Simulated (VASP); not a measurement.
Zn, 2 atoms in the cell. Symmetry: P6_3/mmc, No. 194, hexagonal system. Conventional cell: a = 2.606 Å, b = 2.606 Å, c = 4.747 Å, α = 90.00°, β = 90.00°, γ = 120.00°. Within 3.4 Å of Zn (site symmetry -6m2) lie 12 Zn at 2.61 to 2.81 Å.  This cell differs from its parent crystal: volume scaled by 0.91, then relaxed in part.

```yaml
Program: VASP 6.6.1
Task: single point
Functional: PBE
Potentials_or_basis: VASP PAW PBE potentials, release 64 (Zn)
Cutoff: 520 eV
k_mesh: 18 × 18 × 8
Occupations: gaussian, width 0.1 eV
Spin: no spin polarisation
Dipole_correction: no
Further_INCAR_settings: ALGO = Normal; EDIFF = 1e-06; NBANDS = 19
```

Potentials or basis: VASP PAW PBE potentials, release 64 (Zn).

Run with:

```sh
$ cat potpaw_PBE.64/Zn/POTCAR > POTCAR
$ mpirun -np 1 vasp_std > vasp.out
```

Hardware: 1 thread of Intel(R) Xeon(R) 6975P-C (Granite Rapids), on a shared host.

Q: Estimate the wall time of this run.

A: Run time: 29 s on 1 thread of Intel(R) Xeon(R) 6975P-C (Granite Rapids), with other jobs on the host, peak memory 0.2 GiB. Counts: scf iterations 11, k points 185.
